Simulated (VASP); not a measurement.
# Sb (Fd-3m) in VASP: notebook

Sb is run at these levels: RPBE; tasks: single point, relaxation of cell and atoms.

Program: VASP 6.6.1. These are calculated values, not measurements. Logs are shortened: lines on timing, memory, paths and dates and some standing lists are left out, and cuts for length are marked.

## 1. The cell of the first run

Symmetry: Fd-3m, No. 227, cubic system. Conventional cell: a = 7.262 Å, b = 7.262 Å, c = 7.262 Å, α = 90.00°, β = 90.00°, γ = 90.00°. Within 4.1 Å of Sb (site symmetry -43m) lie 4 Sb at 3.14 Å.

## 2. Single point, RPBE (volume scaled by 1.08)

Input file INCAR:

```
SYSTEM = Sb
PREC     = Accurate       ! precision mode
ENCUT    = 520            ! plane-wave cutoff, eV
EDIFF    = 1E-7           ! SCF threshold, eV
ISMEAR   = -1             ! smearing method
SIGMA    = 0.1            ! smearing width, eV
LREAL    = .FALSE.        ! projectors in reciprocal space
LASPH    = .TRUE.         ! aspherical terms in the spheres
NELM     = 60             ! most SCF steps
ALGO     = Normal         ! electronic algorithm
ISIF     = 2              ! what is computed and relaxed
LWAVE    = .FALSE.        ! write WAVECAR
LCHARG   = .TRUE.         ! write CHGCAR
GGA      = RP             ! functional
LELF     = .TRUE.         ! ELF
LVHAR    = .TRUE.       
NBANDS   = 12             ! bands
```

Input file KPOINTS:

```
regular mesh
0
G
  9 9 9
  0 0 0
```

Input file POSCAR:

```
Sb
1.0
    0.0000000000      3.6311381493      3.6311381493
    3.6311381493      0.0000000000      3.6311381493
    3.6311381493      3.6311381493      0.0000000000
Sb
2
Direct
    0.1250000000      0.1250000000      0.1250000000
    0.8750000000      0.8750000000      0.8750000000
```

Potentials or basis: VASP PAW PBE potentials, release 64 (Sb).

Command:

```console
> cat potpaw_PBE.64/Sb/POTCAR > POTCAR
> mpirun -np 1 vasp_std > vasp.out
```

OUTCAR:

```text
SYSTEM = Sb
   PREC = Accurate
   ENCUT = 520
   EDIFF = 1E-7
   ISMEAR = -1
   LREAL = .FALSE.
   LASPH = .TRUE.
   NELM = 60
   ISIF = 2
   GGA = RP

 ion  position               nearest neighbor table
   1  0.125  0.125  0.125-   2 3.14   2 3.14   2 3.14   2 3.14
   2  0.875  0.875  0.875-   1 3.14   1 3.14   1 3.14   1 3.14

  LATTYP: Found a face centered cubic cell.
 ALAT       =     7.2622762986

  Lattice vectors:

 A1 = (   0.0000000000,   3.6311381493,   3.6311381493)
 A2 = (   3.6311381493,   0.0000000000,   3.6311381493)
 A3 = (   3.6311381493,   3.6311381493,   0.0000000000)

Analysis of symmetry for initial positions (statically):
=====================================================================
 Subroutine PRICEL returns:
 Original cell was already a primitive cell.

 Routine SETGRP: Setting up the symmetry group for a
 face centered cubic supercell.

 Subroutine GETGRP returns: Found 48 space group operations
 (whereof 12 operations were pure point group operations)
 out of a pool of 48 trial point group operations.

The static configuration has the point symmetry D_3d.
 The point group associated with its full space group is O_h .

Analysis of symmetry for dynamics (positions and initial velocities):
=====================================================================
 Subroutine PRICEL returns:
 Original cell was already a primitive cell.

 Routine SETGRP: Setting up the symmetry group for a
 face centered cubic supercell.

 Subroutine GETGRP returns: Found 48 space group operations
 (whereof 12 operations were pure point group operations)
 out of a pool of 48 trial point group operations.

The dynamic configuration has the point symmetry D_3d.
 The point group associated with its full space group is O_h .

 Subroutine INISYM returns: Found 48 space group operations
 (whereof 12 operations are pure point group operations),
 and found     1 'primitive' translations

----------------------------------------------------------------------------------------

                                     Primitive cell

  volume of cell :      95.7543

  direct lattice vectors                    reciprocal lattice vectors
     0.000000000  3.631138149  3.631138149    -0.137697873  0.137697873  0.137697873
     3.631138149  0.000000000  3.631138149     0.137697873 -0.137697873  0.137697873
     3.631138149  3.631138149  0.000000000     0.137697873  0.137697873 -0.137697873

  length of vectors
     5.135204818  5.135204818  5.135204818     0.238499712  0.238499712  0.238499712

  position of ions in fractional coordinates (direct lattice)
     0.125000000  0.125000000  0.125000000
     0.875000000  0.875000000  0.875000000

  ion indices of the primitive-cell ions
   primitive index   ion index
                 1           1
                 2           2

----------------------------------------------------------------------------------------

 KPOINTS: regular mesh

Automatic generation of k-mesh.
 Grid dimensions read from file:
 generate k-points for:    9    9    9

 Generating k-lattice:

  Cartesian coordinates                     Fractional coordinates (reciprocal lattice)
    -0.015299764  0.015299764  0.015299764     0.111111111  0.000000000  0.000000000
     0.015299764 -0.015299764  0.015299764     0.000000000  0.111111111  0.000000000
     0.015299764  0.015299764 -0.015299764     0.000000000  0.000000000  0.111111111

  Length of vectors
     0.026499968  0.026499968  0.026499968

  Shift w.r.t. Gamma in fractional coordinates (k-lattice)
     0.000000000  0.000000000  0.000000000

 Subroutine IBZKPT returns following result:
 ===========================================

 Found     35 irreducible k-points:

 Following reciprocal coordinates:
            Coordinates               Weight
  0.000000  0.000000  0.000000      1.000000
  0.111111  0.000000  0.000000      8.000000
  0.222222  0.000000  0.000000      8.000000
  0.333333  0.000000  0.000000      8.000000
  0.444444  0.000000  0.000000      8.000000
  0.111111  0.111111  0.000000      6.000000
[... 16 lines left out ...]
 -0.333333  0.333333  0.000000     12.000000
  0.444444  0.444444  0.000000      6.000000
 [... further k-points ...]
   k-points           NKPTS =     35   k-points in BZ     NKDIM =     35   number of bands    NBANDS=     12
   number of dos      NEDOS =    301   number of ions     NIONS =      2
   total plane-waves  NPLWV =  64000
   dimension x,y,z NGX =    40 NGY =   40 NGZ =   40
   dimension x,y,z NGXF=    80 NGYF=   80 NGZF=   80
   ions per type =               2
   NGX,Y,Z   is equivalent  to a cutoff of  12.95, 12.95, 12.95 a.u.
   NGXF,Y,Z  is equivalent  to a cutoff of  25.90, 25.90, 25.90 a.u.
 SYSTEM =  Sb
   PREC   = accura    normal or accurate (medium, high low for compatibility)
   ISTART =      0    job   : 0-new  1-cont  2-samecut
   ICHARG =      2    charge: 1-file 2-atom 10-const
   ISPIN  =      1    spin polarized calculation?
   LNONCOLLINEAR =      F non collinear calculations
   LSORBIT =      F    spin-orbit coupling
   LASPH  =      T    aspherical Exc in radial PAW
   ENCUT  =  520.0 eV  38.22 Ry    6.18 a.u.   9.55  9.55  9.55*2*pi/ulx,y,z
   NELM   =     60;   NELMIN=  2; NELMDL= -5     # of ELM steps
   EDIFF  = 0.1E-06   stopping-criterion for ELM
   LREAL  =      F    real-space projection
   EDIFFG = 0.1E-05   stopping-criterion for IOM
   NSW    =      0    number of steps for IOM
   IBRION =     -1    ionic relax: 0-MD 1-quasi-New 2-CG
   NFREE  =      0    steps in history (QN), initial steepest desc. (CG)
   ISIF   =      2    stress and relaxation
   ISYM   =      2    0-nonsym 1-usesym 2-fastsym
   POTIM  = 0.5000    time-step for ionic-motion
   TEBEG  =    0.0;   TEEND  =   0.0 temperature during run
   PSTRESS=    0.0 pullay stress
   NELECT =      10.0000    total number of electrons
   NUPDOWN=      -1.0000    fix difference up-down
   EMIN   =  10.00;   EMAX   =-10.00  energy-range for DOS
   EFERMI =   0.00;   METHOD = LEGACY
   ISMEAR =    -1;   SIGMA  =   0.10  broadening in eV -4-tet -1-fermi 0-gaus
   EFERMI_NEDOS =   21; number of points for ismear=-14 and -15
   IALGO  =     38    algorithm
   IMIX   =      4    mixing-type and parameters
     AMIX     =   0.40;   BMIX     =  1.00
     AMIX_MAG =   1.60;   BMIX_MAG =  1.00
  volume/ion in A,a.u.               =      47.88       323.09
  Fermi-wavevector in a.u.,A,eV,Ry     =   0.770943  1.456870  8.086657  0.594353
  Thomas-Fermi vector in A             =   1.872255
   LORBIT       =      0    0 simple, 1 ext, 2 COOP (PROOUT), +10 PAW based schemes
   GGA     = RP    functional components
   LHFCALC =     F    Hartree Fock is set to
   AEXX    =    0.0000 exact exchange contribution
   IVDW    =     0    specifies the selected vdW correction
   LEPSILON=     F    determine dielectric tensor
   LRPA    =     F    only Hartree local field effects (RPA)
 non-spin polarized calculation
  energy-cutoff  :      520.00
  volume of cell :       95.75
 maximum number of plane-waves:      2637
 NGX is ok and might be reduce to    40
   NGX = 19   NGY = 19   NGZ = 19

 number of electron      10.0000000 magnetization

 Free energy of the ion-electron system (eV)
  ---------------------------------------------------
  ext. energy  EPLUGINS =         0.00000000
  ---------------------------------------------------
  free energy    TOTEN  =        -7.02432316 eV

  energy without entropy =       -6.98275833  energy(sigma->0) =       -7.00354075

 E-fermi :   3.0479     XC(G=0):  -7.1888

 val. band max:        2.9933985315   @ k =  -0.4444   0.4444   0.1111
 cond. band min:       3.0624650390   @ k =   0.2222   0.2222   0.0000
 fundamental gap:      0.0690665075
 Fermi energy:         3.0479258533

 k-point     1 :       0.0000    0.0000    0.0000
  band No.  band energies     occupation
      1      -7.7753      2.00000
      2      -2.7930      2.00000
      3       1.4481      2.00000
      4       1.4481      2.00000
      5       1.4481      2.00000
      6       3.6098      0.00724
      7       3.6098      0.00724
      8       3.6098      0.00724
      9       7.2763      0.00000
     10       9.3217      0.00000
     11       9.3217      0.00000
     12      10.6667      0.00000

 k-point     2 :       0.1111    0.0000    0.0000
  band No.  band energies     occupation
      1      -7.7030      2.00000
      2      -3.0357      2.00000
      3       1.3403      2.00000
      4       1.3403      2.00000
      5       1.4267      2.00000
      6       3.7700      0.00146
      7       3.7700      0.00146
      8       3.7990      0.00109
      9       7.6236      0.00000
     10       9.0493      0.00000
     11       9.0493      0.00000
     12      10.4204      0.00000

 k-point     3 :       0.2222    0.0000    0.0000
  band No.  band energies     occupation
      1      -7.4962      2.00000
      2      -3.6169      2.00000
      3       1.1174      2.00000
      4       1.1174      2.00000
      5       1.2971      2.00000
      6       4.1099      0.00005
      7       4.1099      0.00005
      8       4.4267      0.00000
      9       8.3256      0.00000
     10       8.8335      0.00000
     11       8.8335      0.00000
     12      10.2297      0.00000
[... 286 lines left out ...]
 k-point    23 :      -0.3333    0.3333    0.0000
  band No.  band energies     occupation
      1      -6.4290      2.00000
      2      -5.3833      2.00000
      3      -0.3558      2.00000
      4       0.4193      2.00000
      5       2.5505      1.98627
      6       4.4915      0.00000
      7       5.5533      0.00000
      8       5.6605      0.00000
      9       7.8203      0.00000
     10       9.1364      0.00000
     11      10.2122      0.00000
     12      12.0366      0.00000

 k-point    24 :       0.4444    0.4444    0.0000
  band No.  band energies     occupation
      1      -6.2986      2.00000
      2      -5.5430      2.00000
      3       0.1049      2.00000
      4       0.1049      2.00000
      5       2.7221      1.92594
      6       2.7577      1.89587
      7       6.5369      0.00000
      8       6.5369      0.00000
      9       8.4104      0.00000
     10       9.5187      0.00000
     11      11.2118      0.00000
     12      11.2130      0.00000

 [... further k-points ...]

------------------------ aborting loop because EDIFF is reached ----------------------------------------

  FORCE on cell =-STRESS in cart. coord.  units (eV):
  Direction    XX          YY          ZZ          XY          YZ          ZX
  --------------------------------------------------------------------------------------
  -------------------------------------------------------------------------------------
  Total       -1.1534452     -1.1534452     -1.1534452      0.0000000      0.0000000      0.0000000
  in kB      -19.2996418    -19.2996418    -19.2996418      0.0000000      0.0000000      0.0000000
  external PRESSURE =     -19.2996418 kB  Pullay stress =       0.0000000 kB

 VOLUME and BASIS-vectors are now :
 -----------------------------------------------------------------------------
  energy-cutoff  :      520.00
  volume of cell :       95.75
      direct lattice vectors                 reciprocal lattice vectors
     0.000000000  3.631138149  3.631138149    -0.137697873  0.137697873  0.137697873
     3.631138149  0.000000000  3.631138149     0.137697873 -0.137697873  0.137697873
     3.631138149  3.631138149  0.000000000     0.137697873  0.137697873 -0.137697873

 POSITION                                       TOTAL-FORCE (eV/Angst)
 -----------------------------------------------------------------------------------
      0.90778      0.90778      0.90778         0.000000      0.000000     -0.000000
      6.35449      6.35449      6.35449        -0.000000     -0.000000      0.000000
 -----------------------------------------------------------------------------------
    total drift:                                0.000000     -0.000000     -0.000000

  FREE ENERGIE OF THE ION-ELECTRON SYSTEM (eV)
  ---------------------------------------------------
  free  energy   TOTEN  =        -7.0243231592 eV

  energy  without entropy=       -6.9827583311  energy(sigma->0) =       -7.00354075
```

Run time: 38 s. Hardware: 1 thread of Intel Xeon 6975P-C, shared host; peak memory 0.25 GiB.

What came out:

| Property | Result |
| --- | --- |
| Free energy | -7.0243 eV |
| Pressure | -1.9 GPa |
| Band gap on the k mesh | zero (band 5 reaches 3.29 eV, above the bottom of band 6 at 2.76 eV) |

Caveat: the cell differs from its parent crystal (volume scaled by 1.08); the PAW data sets were made with another functional, which shifts forces and pressure a little; spin-orbit coupling is left out, which moves the levels of the heavy elements.

## 3. Single point, RPBE (volume scaled by 1.12)

Input file INCAR:

```
  PREC = Accurate
  ENCUT = 520
  EDIFF = 1E-7
  ISMEAR = -1
  SIGMA = 0.1
  LREAL = F
  LASPH = T
  NELM = 80
  ALGO = Normal
  ISIF = 2
  LWAVE = F
  LCHARG = T
  GGA = RP
  LELF = T
  LVHAR = T
  NBANDS = 12
```

Input file KPOINTS:

```
regular mesh
0
Gamma
  9 9 9
```

Input file POSCAR:

```
Sb
1.0
    0.0000000000      3.6754246865      3.6754246865
    3.6754246865      0.0000000000      3.6754246865
    3.6754246865      3.6754246865      0.0000000000
Sb
2
Direct
    0.1250000000      0.1250000000      0.1250000000
    0.8750000000      0.8750000000      0.8750000000
```

Potentials or basis: VASP PAW PBE potentials, release 64 (Sb).

Command:

```console
> cat potpaw_PBE.64/Sb/POTCAR > POTCAR
> mpirun -np 1 vasp_std > vasp.out
```

Wall time 47 s (1 thread of Intel Xeon 6975P-C, shared host); peak memory 0.24 GiB.

It converged, with:

```yaml
Free_energy: -6.9738 eV
Pressure: -2.6 GPa
Band_gap_on_the_k_mesh: zero (band 5 reaches 2.95 eV, above the bottom of band 6 at 2.48 eV)
```

Levels at points of the mesh, in eV from the Fermi level:
| k point | band 2 | band 3 | band 4 | band 5 | band 6 | band 7 | band 8 | band 9 |
| --- | --- | --- | --- | --- | --- | --- | --- | --- |
| (0.00, 0.00, 0.00) | -5.98 | -1.54 | -1.54 | -1.54 | 0.58 | 0.58 | 0.58 | 4.24 |

Caveat: the cell differs from its parent crystal (volume scaled by 1.12); the PAW data sets were made with another functional, which shifts forces and pressure a little; spin-orbit coupling is left out, which moves the levels of the heavy elements.

## 4. Relaxation of cell and atoms, RPBE

This run uses another cell than the first one, of 36.70 Å³/atom, 0.766 times its volume.

Input file INCAR:

```
SYSTEM = Sb
ALGO = Normal
EDIFF = 1E-7
EDIFFG = -0.01
ENCUT = 600
GGA = RP
IBRION = 2
ISIF = 3
ISMEAR = -1
LASPH = .True.
LCHARG = .False.
LREAL = .False.
LWAVE = .False.
NELM = 80
NSW = 80
PREC = Accurate
SIGMA = 0.1
```

Input file KPOINTS:

```
k-points
0
Gamma
  8 8 8
  0 0 0
```

Input file POSCAR:

```
Sb
1.0
    0.0000000000      3.3230904857      3.3230904857
    3.3230904857      0.0000000000      3.3230904857
    3.3230904857      3.3230904857      0.0000000000
Sb
2
Direct
    0.1250000000      0.1250000000      0.1250000000
    0.8750000000      0.8750000000      0.8750000000
```

Command:

```console
> cat potpaw_PBE.64/Sb/POTCAR > POTCAR
> mpirun -np 1 vasp_std > vasp.out
```

It took 1.9 min on 1 thread of Intel Xeon 6975P-C, shared host; peak memory 0.25 GiB.

Results (log left out):

| Property | Result |
| --- | --- |
| Free energy | -7.0657 eV |
| Relaxed volume | 44.31 Å³/atom |
| Relaxed cell | a = 5.004 Å, b = 5.004 Å, c = 5.004 Å, α = 60.00°, β = 60.00°, γ = 60.00° |
| Space group after relaxing (to 0.05 Å) | Fd-3m (No. 227) |
| Energy gained by relaxing | 159.3 meV/atom |
| Ionic steps | 5 |
| Pressure after relaxing | 0.0 GPa |
| Band gap on the k mesh | zero (band 5 reaches 4.38 eV, above the bottom of band 6 at 3.31 eV) |

The path:
| step | energy change (eV) | largest force (eV/Å) | pressure (GPa) | volume (Å³) |
| --- | --- | --- | --- | --- |
| 1 | 0.0000 | 0.0000 | 7.84 | 73.39 |
| 2 | -0.2907 | 0.0000 | -1.53 | 94.17 |
| 3 | -0.3186 | 0.0000 | 0.06 | 88.46 |
| 4 | -0.3186 | 0.0000 | -0.05 | 88.78 |
| 5 | -0.3186 | 0.0000 | 0.00 | 88.62 |

Final structure:
```
CELL_PARAMETERS angstrom
0.00000 3.53863 3.53863
3.53863 0.00000 3.53863
3.53863 3.53863 0.00000
ATOMIC_POSITIONS crystal
Sb 0.12500 0.12500 0.12500
Sb 0.87500 0.87500 0.87500
```

Levels at points of the mesh, in eV from the Fermi level:
| k point | band 2 | band 3 | band 4 | band 5 | band 6 | band 7 | band 8 | band 9 |
| --- | --- | --- | --- | --- | --- | --- | --- | --- |
| (0.00, 0.00, 0.00) | -5.55 | -1.75 | -1.75 | -1.75 | 0.51 | 0.51 | 0.51 | 4.17 |
| (0.50, 0.00, 0.00) | -7.99 | -2.47 | -2.47 | -2.18 | 1.52 | 1.52 | 3.75 | 5.76 |
| (0.50, 0.50, 0.00) | -9.20 | -3.26 | -3.26 | -0.40 | -0.40 | 3.92 | 3.92 | 6.08 |

Caveat: the volume moved by over 15 % at a fixed basis, so the end points are rough; the PAW data sets were made with another functional, which shifts forces and pressure a little; spin-orbit coupling is left out, which moves the levels of the heavy elements.

## 5. Single point, RPBE

This run uses another cell than the first one, of 44.33 Å³/atom, 0.926 times its volume.

Input file INCAR:

```
SYSTEM = Sb
PREC = Accurate ; ENCUT = 520
EDIFF = 1E-6 ; ISMEAR = -1
SIGMA = 0.1 ; LREAL = .FALSE.
LASPH = .TRUE. ; NELM = 60
ALGO = Normal ; ISIF = 2
LWAVE = .FALSE. ; LCHARG = .FALSE.
GGA = RP ; NBANDS = 12
```

Input file KPOINTS:

```
regular mesh
0
G
  13 13 13
  0 0 0
```

Input file POSCAR:

```
Sb
1.0
    0.0000000000      3.5391707861      3.5391707861
    3.5391707861      0.0000000000      3.5391707861
    3.5391707861      3.5391707861      0.0000000000
Sb
2
Direct
    0.1250000000      0.1250000000      0.1250000000
    0.8750000000      0.8750000000      0.8750000000
```

Command:

```console
> cat potpaw_PBE.64/Sb/POTCAR > POTCAR
> mpirun -np 1 vasp_std > vasp.out
```

Wall time 88 s (1 thread of Intel Xeon 6975P-C, shared host); peak memory 0.28 GiB.

The run converged. Its results:

* Free energy: -7.0755 eV
* Pressure: -0.1 GPa
* Band gap on the k mesh: zero (band 5 reaches 4.13 eV, above the bottom of band 6 at 3.34 eV)

Levels at points of the mesh, in eV from the Fermi level:
```
           k point  band 1  band 2  band 3  band 4  band 5  band 6  band 7  band 8  band 9  band 10
(0.00, 0.00, 0.00)  -11.23   -5.54   -1.74   -1.74   -1.74    0.52    0.52    0.52    4.17     6.28
```

Caveat: the PAW data sets were made with another functional, which shifts forces and pressure a little; spin-orbit coupling is left out, which moves the levels of the heavy elements.

## 6. The runs side by side

| task | cell | k mesh | cutoff (eV) | gap on the mesh (eV) | pressure (GPa) |
| --- | --- | --- | --- | --- | --- |
| single point | a = 5.135 Å, angles 60.0°, 2 atoms | 9 × 9 × 9 | 520 | none | -1.9 |
| single point | a = 5.198 Å, angles 60.0°, 2 atoms | 9 × 9 × 9 | 520 | none | -2.6 |
| relaxation of cell and atoms | relaxed from a = 4.700 Å, angles 60.0°, 2 atoms | 8 × 8 × 8 | 600 | none | 0.0 |
| single point | a = 5.005 Å, angles 60.0°, 2 atoms | 13 × 13 × 13 | 520 | none | -0.1 |

Alike in all rows: level RPBE; potentials or basis VASP PAW PBE potentials, release 64 (Sb); no spin polarisation; smearing fermi-dirac 0.1 eV.

Caveats: the PAW data sets were made with another functional, which shifts forces and pressure a little; spin-orbit coupling is left out, which moves the levels of the heavy elements; the volume moved by over 15 % at a fixed basis, so the end points are rough (some runs).

Absolute energies hang on the potentials; compare differences alone.
